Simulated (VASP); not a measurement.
# ZnS (F-43m) in VASP: a series of runs

ZnS is run at these levels: PBE-based screened hybrid with 25 % exact exchange; tasks: single point.

All numbers are computed with VASP 6.6.1; they aren't measurements. Logs are shortened: lines on timing, memory, paths and dates and some standing lists are left out, and cuts for length are marked.

**The experiment to reproduce.**

“Electronic, vibrational, and thermodynamic properties of ZnS (zincblende and rocksalt structure)”, 2009, arxiv:0911.5022 quotes, for a bulk crystal of ZnS at 19 K: band gap 3.85 eV (direct).

How close the calculation comes is told below.

## (1) The cell of the first run

The structure is cubic, space group F-43m (No. 216). Conventional cell: a = 5.368 Å, b = 5.368 Å, c = 5.368 Å, α = 90.00°, β = 90.00°, γ = 90.00°. Zn (site symmetry -43m) has 4 S at 2.32 Å within 3.1 Å. Within 3.1 Å of S (site symmetry -43m) lie 4 Zn at 2.32 Å.

## (2) Single point, PBE-based screened hybrid with 25 % exact exchange

The input, POSCAR:

```
ZnS
1.0
    0.0000000000      2.6838652254      2.6838652254
    2.6838652254      0.0000000000      2.6838652254
    2.6838652254      2.6838652254      0.0000000000
Zn S
1 1
Direct
    0.7500000000      0.7500000000      0.7500000000
    0.0000000000      0.0000000000      0.0000000000
```

The input, INCAR.step1:

```
SYSTEM = ZnS
PREC = Accurate ; ENCUT = 520
EDIFF = 1E-5 ; ISMEAR = -1
SIGMA = 0.05 ; LREAL = .False.
LASPH = .True. ; NELM = 80
ALGO = Normal ; ISIF = 2
LWAVE = .True. ; LCHARG = .False.
GGA = PE ; NBANDS = 16
```

The input, INCAR.step2:

```
SYSTEM = ZnS
PREC = Accurate ; ENCUT = 520
EDIFF = 1E-6 ; ISMEAR = -1
SIGMA = 0.05 ; LREAL = .False.
LASPH = .True. ; NELM = 80
ALGO = Normal ; ISIF = 2
LWAVE = .False. ; LCHARG = .False.
GGA = PE ; LHFCALC = .True.
AEXX = 0.25 ; HFSCREEN = 0.3
PRECFOCK = Normal ; ISTART = 1
NBANDS = 16
```

The input, KPOINTS:

```
Automatic mesh
0
Gamma
  5 5 5
  0 0 0
```

Potentials or basis: VASP PAW PBE potentials, release 64 (Zn, S).

Run with:

```console
> cat potpaw_PBE.64/Zn/POTCAR potpaw_PBE.64/S/POTCAR > POTCAR
> cp INCAR.step1 INCAR
> mpirun -np 1 vasp_std > vasp.out
> cp INCAR.step2 INCAR
> mpirun -np 1 vasp_std > vasp.out
```

OUTCAR:

```text
SYSTEM = ZnS
   PREC = Accurate
   ENCUT = 520
   EDIFF = 1E-6
   ISMEAR = -1
   LREAL = .False.
   LASPH = .True.
   NELM = 80
   ISIF = 2
   GGA = PE
   LHFCALC = .True.
   AEXX = 0.25
   HFSCREEN = 0.3
   PRECFOCK = Normal
   ISTART = 1

 ion  position               nearest neighbor table
   1  0.750  0.750  0.750-   2 2.32   2 2.32   2 2.32   2 2.32
   2  0.000  0.000  0.000-   1 2.32   1 2.32   1 2.32   1 2.32

  LATTYP: Found a face centered cubic cell.
 ALAT       =     5.3677304508

  Lattice vectors:

 A1 = (   0.0000000000,   2.6838652254,   2.6838652254)
 A2 = (   2.6838652254,   0.0000000000,   2.6838652254)
 A3 = (   2.6838652254,   2.6838652254,   0.0000000000)

Analysis of symmetry for initial positions (statically):
=====================================================================
 Subroutine PRICEL returns:
 Original cell was already a primitive cell.

 Routine SETGRP: Setting up the symmetry group for a
 face centered cubic supercell.

 Subroutine GETGRP returns: Found 24 space group operations
 (whereof 24 operations were pure point group operations)
 out of a pool of 48 trial point group operations.

The static configuration has the point symmetry T_d .

Analysis of symmetry for dynamics (positions and initial velocities):
=====================================================================
 Subroutine PRICEL returns:
 Original cell was already a primitive cell.

 Routine SETGRP: Setting up the symmetry group for a
 face centered cubic supercell.

 Subroutine GETGRP returns: Found 24 space group operations
 (whereof 24 operations were pure point group operations)
 out of a pool of 48 trial point group operations.

The dynamic configuration has the point symmetry T_d .

 Subroutine INISYM returns: Found 24 space group operations
 (whereof 24 operations are pure point group operations),
 and found     1 'primitive' translations

----------------------------------------------------------------------------------------

                                     Primitive cell

  volume of cell :      38.6645

  direct lattice vectors                    reciprocal lattice vectors
     0.000000000  2.683865225  2.683865225    -0.186298476  0.186298476  0.186298476
     2.683865225  0.000000000  2.683865225     0.186298476 -0.186298476  0.186298476
     2.683865225  2.683865225  0.000000000     0.186298476  0.186298476 -0.186298476

  length of vectors
     3.795558601  3.795558601  3.795558601     0.322678425  0.322678425  0.322678425

  position of ions in fractional coordinates (direct lattice)
     0.750000000  0.750000000  0.750000000
     0.000000000  0.000000000  0.000000000

  ion indices of the primitive-cell ions
   primitive index   ion index
                 1           1
                 2           2

----------------------------------------------------------------------------------------

 KPOINTS: Automatic mesh

Automatic generation of k-mesh.
 Grid dimensions read from file:
 generate k-points for:    5    5    5

 Generating k-lattice:

  Cartesian coordinates                     Fractional coordinates (reciprocal lattice)
    -0.037259695  0.037259695  0.037259695     0.200000000  0.000000000  0.000000000
     0.037259695 -0.037259695  0.037259695     0.000000000  0.200000000  0.000000000
     0.037259695  0.037259695 -0.037259695     0.000000000  0.000000000  0.200000000

  Length of vectors
     0.064535685  0.064535685  0.064535685

  Shift w.r.t. Gamma in fractional coordinates (k-lattice)
     0.000000000  0.000000000  0.000000000

 Subroutine IBZKPT returns following result:
 ===========================================

 Found     10 irreducible k-points:

 Following reciprocal coordinates:
            Coordinates               Weight
  0.000000  0.000000  0.000000      1.000000
  0.200000  0.000000  0.000000      8.000000
  0.400000  0.000000  0.000000      8.000000
  0.200000  0.200000  0.000000      6.000000
  0.400000  0.200000  0.000000     24.000000
 -0.400000  0.200000  0.000000     24.000000
 -0.200000  0.200000  0.000000     12.000000
  0.400000  0.400000  0.000000      6.000000
 -0.400000  0.400000  0.000000     12.000000
 -0.400000  0.400000  0.200000     24.000000
   k-points           NKPTS =     10   k-points in BZ     NKDIM =    125   number of bands    NBANDS=     16
   number of dos      NEDOS =    301   number of ions     NIONS =      2
   total plane-waves  NPLWV =  21952
   dimension x,y,z NGX =    28 NGY =   28 NGZ =   28
   dimension x,y,z NGXF=    56 NGYF=   56 NGZF=   56
   ions per type =               1   1
   NGX,Y,Z   is equivalent  to a cutoff of  12.26, 12.26, 12.26 a.u.
   NGXF,Y,Z  is equivalent  to a cutoff of  24.53, 24.53, 24.53 a.u.
 SYSTEM =  ZnS
   PREC   = accura    normal or accurate (medium, high low for compatibility)
   ISTART =      1    job   : 0-new  1-cont  2-samecut
   ICHARG =      0    charge: 1-file 2-atom 10-const
   ISPIN  =      1    spin polarized calculation?
   LNONCOLLINEAR =      F non collinear calculations
   LSORBIT =      F    spin-orbit coupling
   LASPH  =      T    aspherical Exc in radial PAW
   ENCUT  =  520.0 eV  38.22 Ry    6.18 a.u.   7.06  7.06  7.06*2*pi/ulx,y,z
   NELM   =     80;   NELMIN=  2; NELMDL=  0     # of ELM steps
   EDIFF  = 0.1E-05   stopping-criterion for ELM
   LREAL  =      F    real-space projection
   EDIFFG = 0.1E-04   stopping-criterion for IOM
   NSW    =      0    number of steps for IOM
   IBRION =     -1    ionic relax: 0-MD 1-quasi-New 2-CG
   NFREE  =      0    steps in history (QN), initial steepest desc. (CG)
   ISIF   =      2    stress and relaxation
   ISYM   =      3    0-nonsym 1-usesym 2-fastsym
   POTIM  = 0.5000    time-step for ionic-motion
   TEBEG  =    0.0;   TEEND  =   0.0 temperature during run
   PSTRESS=    0.0 pullay stress
   NELECT =      18.0000    total number of electrons
   NUPDOWN=      -1.0000    fix difference up-down
   EMIN   =  10.00;   EMAX   =-10.00  energy-range for DOS
   EFERMI =   0.00;   METHOD = LEGACY
   ISMEAR =    -1;   SIGMA  =   0.05  broadening in eV -4-tet -1-fermi 0-gaus
   EFERMI_NEDOS =   21; number of points for ismear=-14 and -15
   IALGO  =     38    algorithm
   IMIX   =      1    mixing-type and parameters
     AMIX     =   0.40;   BMIX     =  1.00
     AMIX_MAG =   1.60;   BMIX_MAG =  1.00
  volume/ion in A,a.u.               =      19.33       130.46
  Fermi-wavevector in a.u.,A,eV,Ry     =   1.268805  2.397694 21.903567  1.609867
  Thomas-Fermi vector in A             =   2.401880
   LORBIT       =      0    0 simple, 1 ext, 2 COOP (PROOUT), +10 PAW based schemes
   GGA     = PE    functional components
   LHFCALC =     T    Hartree Fock is set to
   PRECFOCK=normal    Normal, Fast or Accurate (Low or Medium for compatibility)
   ENCUT4O =  -1.0   cutoff for four orbital integrals eV
   NKREDX  =     1    reduce k-point grid by
   NKREDY  =     1    reduce k-point grid by
   NKREDZ  =     1    reduce k-point grid by
   AEXX    =    0.2500 exact exchange contribution
   HFSCREEN=    0.3000 screening length (either q_TF or 0.3 A-1)
   HFSCREENC=   0.3000 screening length for correlation (either q_TF or 0.3 A-1)
   ENCUTFOCK=  -1.0 apply spherical cutoff to Coloumb kernel
   IVDW    =     0    specifies the selected vdW correction
   LEPSILON=     F    determine dielectric tensor
   LRPA    =     F    only Hartree local field effects (RPA)
 non-spin polarized calculation
  energy-cutoff  :      520.00
  volume of cell :       38.66
 maximum number of plane-waves:      1055
  NGX = 24; NGY = 24; NGZ = 24

 number of electron      18.0000013 magnetization

 Free energy of the ion-electron system (eV)
  ---------------------------------------------------
  ext. energy  EPLUGINS =         0.00000000
  ---------------------------------------------------
  free energy    TOTEN  =        -8.13319766 eV

  energy without entropy =       -8.13319766  energy(sigma->0) =       -8.13319766

 E-fermi :   2.7277     XC(G=0):  -8.1869

 val. band max:        1.6904333514   @ k =   0.0000   0.0000   0.0000
 cond. band min:       4.9109248753   @ k =   0.0000   0.0000   0.0000
 fundamental gap:      3.2204915239
 Fermi energy:         2.7276874445

 k-point     1 :       0.0000    0.0000    0.0000
  band No.  band energies     occupation
      1     -12.6965      2.00000
      2      -6.1653      2.00000
      3      -6.1653      2.00000
      4      -6.1653      2.00000
      5      -5.6992      2.00000
      6      -5.6992      2.00000
[... 8 lines left out ...]
     15      14.6603      0.00000
     16      14.9587      0.00000

 k-point     2 :       0.2000    0.0000    0.0000
  band No.  band energies     occupation
      1     -12.3814      2.00000
      2      -6.1183      2.00000
      3      -6.1183      2.00000
      4      -6.1029      2.00000
      5      -5.7004      2.00000
      6      -5.7004      2.00000
[... 8 lines left out ...]
     15      13.7071      0.00000
     16      15.3956      0.00000

 k-point     3 :       0.4000    0.0000    0.0000
  band No.  band energies     occupation
      1     -11.7900      2.00000
      2      -6.0597      2.00000
      3      -6.0597      2.00000
      4      -5.6872      2.00000
      5      -5.6794      2.00000
      6      -5.6794      2.00000
[... 8 lines left out ...]
     15      15.3935      0.00000
     16      15.3935      0.00000

 k-point     4 :       0.2000    0.2000    0.0000
  band No.  band energies     occupation
      1     -12.2763      2.00000
      2      -6.1496      2.00000
      3      -6.0695      2.00000
      4      -6.0695      2.00000
      5      -5.7297      2.00000
      6      -5.6744      2.00000
[... 8 lines left out ...]
     15      15.2035      0.00000
     16      17.9678      0.00000
[... 58 lines left out ...]
 k-point     8 :       0.4000    0.4000    0.0000
  band No.  band energies     occupation
      1     -11.4886      2.00000
      2      -6.0651      2.00000
      3      -5.8796      2.00000
      4      -5.8796      2.00000
      5      -5.6342      2.00000
      6      -5.5642      2.00000
[... 8 lines left out ...]
     15      16.4612      0.00000
     16      19.0838      0.00000

 k-point     9 :      -0.4000    0.4000    0.0000
  band No.  band energies     occupation
      1     -11.3471      2.00000
      2      -6.0271      2.00000
      3      -5.8764      2.00000
      4      -5.8196      2.00000
      5      -5.6543      2.00000
      6      -5.3064      2.00000
[... 8 lines left out ...]
     15      15.9556      0.00000
     16      18.6192      0.00000

 k-point    10 :      -0.4000    0.4000    0.2000
  band No.  band energies     occupation
      1     -11.4277      2.00000
      2      -5.9994      2.00000
      3      -5.9468      2.00000
      4      -5.7833      2.00000
      5      -5.6820      2.00000
      6      -5.3704      2.00000
[... 8 lines left out ...]
     15      16.4300      0.00000
     16      18.8176      0.00000

------------------------ aborting loop because EDIFF is reached ----------------------------------------

  FORCE on cell =-STRESS in cart. coord.  units (eV):
  Direction    XX          YY          ZZ          XY          YZ          ZX
  --------------------------------------------------------------------------------------
  -------------------------------------------------------------------------------------
  Total        0.6711697      0.6711697      0.6711697     -0.0000000     -0.0000000      0.0000000
  in kB       27.8119089     27.8119089     27.8119089     -0.0000000     -0.0000000      0.0000000
  external PRESSURE =      27.8119089 kB  Pullay stress =       0.0000000 kB

 VOLUME and BASIS-vectors are now :
 -----------------------------------------------------------------------------
  energy-cutoff  :      520.00
  volume of cell :       38.66
      direct lattice vectors                 reciprocal lattice vectors
     0.000000000  2.683865225  2.683865225    -0.186298476  0.186298476  0.186298476
     2.683865225  0.000000000  2.683865225     0.186298476 -0.186298476  0.186298476
     2.683865225  2.683865225  0.000000000     0.186298476  0.186298476 -0.186298476

 POSITION                                       TOTAL-FORCE (eV/Angst)
 -----------------------------------------------------------------------------------
      4.02580      4.02580      4.02580         0.000000      0.000000      0.000000
      0.00000      0.00000      0.00000        -0.000000     -0.000000     -0.000000
 -----------------------------------------------------------------------------------
    total drift:                                0.000162      0.000105      0.000083

  FREE ENERGIE OF THE ION-ELECTRON SYSTEM (eV)
  ---------------------------------------------------
  free  energy   TOTEN  =        -8.1331976594 eV

  energy  without entropy=       -8.1331976593  energy(sigma->0) =       -8.13319766
```

Run time: 21 min. Hardware: 1 thread of Intel Xeon Platinum 8375C at 2.90GHz (Ice Lake), shared host; peak memory 0.26 GiB.

Results:

- Free energy: -8.1332 eV
- Pressure: 2.8 GPa
- Band gap on the k mesh: 3.22 eV

Caveat: the PAW data sets were made with another functional, which shifts forces and pressure a little.

## (3) Single point, PBE-based screened hybrid with 25 % exact exchange

This run uses another cell than the first one, of 20.12 Å³/atom.

The input, POSCAR:

```
ZnS
1.0
    0.0000000000      2.7198945612      2.7198945612
    2.7198945612      0.0000000000      2.7198945612
    2.7198945612      2.7198945612      0.0000000000
Zn S
1 1
Direct
    0.7500000000      0.7500000000      0.7500000000
    0.0000000000      0.0000000000      0.0000000000
```

The input, INCAR.step1:

```
SYSTEM = ZnS
  PREC = Accurate
  ENCUT = 520
  EDIFF = 1E-5
  ISMEAR = -1
  SIGMA = 0.05
  LREAL = .False.
  LASPH = .True.
  NELM = 80
  ALGO = Normal
  ISIF = 2
  LWAVE = .True.
  LCHARG = .False.
  GGA = PE
  NBANDS = 16
```

The input, INCAR.step2:

```
SYSTEM = ZnS
  PREC = Accurate
  ENCUT = 520
  EDIFF = 1E-6
  ISMEAR = -1
  SIGMA = 0.05
  LREAL = .False.
  LASPH = .True.
  NELM = 80
  ALGO = Normal
  ISIF = 2
  LWAVE = .False.
  LCHARG = .False.
  GGA = PE
  LHFCALC = .True.
  AEXX = 0.25
  HFSCREEN = 0.3
  PRECFOCK = Normal
  ISTART = 1
  NBANDS = 16
```

The input, KPOINTS:

```
regular mesh
0
Gamma
  5 5 5
  0 0 0
```

Potentials or basis: VASP PAW PBE potentials, release 64 (Zn, S).

Run with:

```console
> cat potpaw_PBE.64/Zn/POTCAR potpaw_PBE.64/S/POTCAR > POTCAR
> cp INCAR.step1 INCAR
> mpirun -np 1 vasp_std > vasp.out
> cp INCAR.step2 INCAR
> mpirun -np 1 vasp_std > vasp.out
```

Run time: 20 min. Hardware: 1 thread of Intel Xeon Platinum 8375C at 2.90GHz (Ice Lake), shared host; peak memory 0.28 GiB.

The run converged. Its results:

| Item | Value |
| --- | --- |
| Free energy | -8.1452 eV |
| Pressure | -0.4 GPa |
| Band gap on the k mesh | 3.03 eV |

Levels at points of the mesh, in eV from the valence-band top:
```
           k point  band 6  band 7  band 8  band 9  band 10  band 11  band 12  band 13
(0.00, 0.00, 0.00)   -7.30    0.00    0.00    0.00     3.03     7.46     7.46     7.46
```

Caveat: the PAW data sets were made with another functional, which shifts forces and pressure a little.

## (4) Single point, PBE-based screened hybrid with 25 % exact exchange

This run uses another cell than the first one, of 20.52 Å³/atom.

The input, POSCAR:

```
ZnS
1.0
    0.0000000000      2.7375567091      2.7375567091
    2.7375567091      0.0000000000      2.7375567091
    2.7375567091      2.7375567091      0.0000000000
Zn S
1 1
Direct
    0.7500000000      0.7500000000      0.7500000000
    0.0000000000      0.0000000000      0.0000000000
```

The input, INCAR.step1:

```
PREC     = Accurate       # precision mode
ENCUT    = 520            # plane-wave cutoff, eV
EDIFF    = 1E-5           # SCF threshold, eV
ISMEAR   = -1             # smearing method
SIGMA    = 0.05           # smearing width, eV
LREAL    = False          # projectors in reciprocal space
LASPH    = True           # aspherical terms in the spheres
NELM     = 80             # most SCF steps
ALGO     = Normal         # electronic algorithm
ISIF     = 2              # what is computed and relaxed
LWAVE    = True           # write WAVECAR
LCHARG   = False          # write CHGCAR
NBANDS   = 16             # bands
GGA      = PE             # functional
```

The input, INCAR.step2:

```
PREC     = Accurate       # precision mode
ENCUT    = 520            # plane-wave cutoff, eV
EDIFF    = 1E-6           # SCF threshold, eV
ISMEAR   = -1             # smearing method
SIGMA    = 0.05           # smearing width, eV
LREAL    = False          # projectors in reciprocal space
LASPH    = True           # aspherical terms in the spheres
NELM     = 80             # most SCF steps
ALGO     = Normal         # electronic algorithm
ISIF     = 2              # what is computed and relaxed
LWAVE    = False          # write WAVECAR
LCHARG   = False          # write CHGCAR
GGA      = PE             # functional
LHFCALC  = True           # exact exchange
AEXX     = 0.25           # exact-exchange fraction
HFSCREEN = 0.3            # screening, 1/A
PRECFOCK = Normal       
NBANDS   = 16             # bands
ISTART   = 1
```

The input, KPOINTS:

```
Automatic mesh
0
Gamma
  5 5 5
```

Run with:

```console
> cat potpaw_PBE.64/Zn/POTCAR potpaw_PBE.64/S/POTCAR > POTCAR
> cp INCAR.step1 INCAR
> mpirun -np 1 vasp_std > vasp.out
> cp INCAR.step2 INCAR
> mpirun -np 1 vasp_std > vasp.out
```

It took 19 min on 1 thread of Intel Xeon Platinum 8375C at 2.90GHz (Ice Lake), shared host; peak memory 0.26 GiB.

The run converged. Its results:

| Item | Value |
| --- | --- |
| Free energy | -8.1403 eV |
| Pressure | -1.7 GPa |
| Band gap on the k mesh | 2.94 eV |

Levels at points of the mesh, in eV from the valence-band top:
```
           k point  band 5  band 6  band 7  band 8  band 9  band 10  band 11  band 12  band 13  band 14
(0.00, 0.00, 0.00)   -7.26   -7.26    0.00    0.00    0.00     2.94     7.46     7.46     7.46    12.87
```

Caveat: the PAW data sets were made with another functional, which shifts forces and pressure a little.

## (5) Overview

| cell | gap on the mesh (eV) | pressure (GPa) |
| --- | --- | --- |
| a = 3.796 Å, angles 60.0°, 2 atoms | 3.22 | 2.8 |
| a = 3.847 Å, angles 60.0°, 2 atoms | 3.03 | -0.4 |
| a = 3.871 Å, angles 60.0°, 2 atoms | 2.94 | -1.7 |

Alike in all rows: task single point; level PBE-based screened hybrid with 25 % exact exchange; potentials or basis VASP PAW PBE potentials, release 64 (Zn, S); no spin polarisation; k mesh 5 × 5 × 5; cutoff (eV) 520; smearing fermi-dirac 0.05 eV.

Caveats: the PAW data sets were made with another functional, which shifts forces and pressure a little.

Absolute energies hang on the potentials; compare differences alone.

## (6) How close it comes

Step 3. A measured gap of ZnS is 3.85 eV (direct; 19 K; quoted in “Electronic, vibrational, and thermodynamic properties of ZnS (zincblende and rocksalt structure)”, 2009, arxiv:0911.5022); the calculated 3.03 eV misses it by -0.82 eV. The value is that of PBE-based screened hybrid with 25 % exact exchange, without temperature or zero-point motion.
